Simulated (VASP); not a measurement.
Input of a VASP 6.6.1 run:

File INCAR:

```
ALGO     = Normal         # electronic algorithm
EDIFF    = 1E-8           # SCF threshold, eV
ENCUT    = 520            # plane-wave cutoff, eV
GGA      = CA             # functional
ISIF     = 2              # what is computed and relaxed
ISMEAR   = -1             # smearing method
LASPH    = True           # aspherical terms in the spheres
LCHARG   = False          # write CHGCAR
LEFG     = True         
LREAL    = False          # projectors in reciprocal space
LWAVE    = False          # write WAVECAR
NBANDS   = 22             # bands
NELM     = 80             # most SCF steps
PREC     = Accurate       # precision mode
SIGMA    = 0.03           # smearing width, eV
```

File KPOINTS:

```
k-points
0
Gamma
  11 11 11
```

File POSCAR:

```
Bi
1.0
    2.2265989101      1.2855274801      3.8732834739
   -2.2265989101      1.2855274801      3.8732834739
    0.0000000000     -2.5710549601      3.8732834739
Bi
2
Direct
    0.2338900000      0.2338900000      0.2338900000
    0.7661100000      0.7661100000      0.7661100000
```

Potentials or basis: VASP PAW LDA potentials, release 64 (Bi_d).

The run is started by

```sh
$ cat potpaw_LDA.64/Bi_d/POTCAR > POTCAR
$ mpirun -np 1 vasp_std > vasp.out
```

(1) Predict the band gap on the k mesh.

(2) Predict the largest force.

(3) Predict the pressure.

## Answers

(1) zero (bands 15 and 16 overlap by 0.07 eV).

(2) 0.361 eV/Å.

(3) 1.4 GPa.

Caveat: without QUAD_EFG the Cq values of the log hold for a quadrupole moment of 1 mb, not for the nuclei; spin-orbit coupling is left out, which moves the levels of the heavy elements.
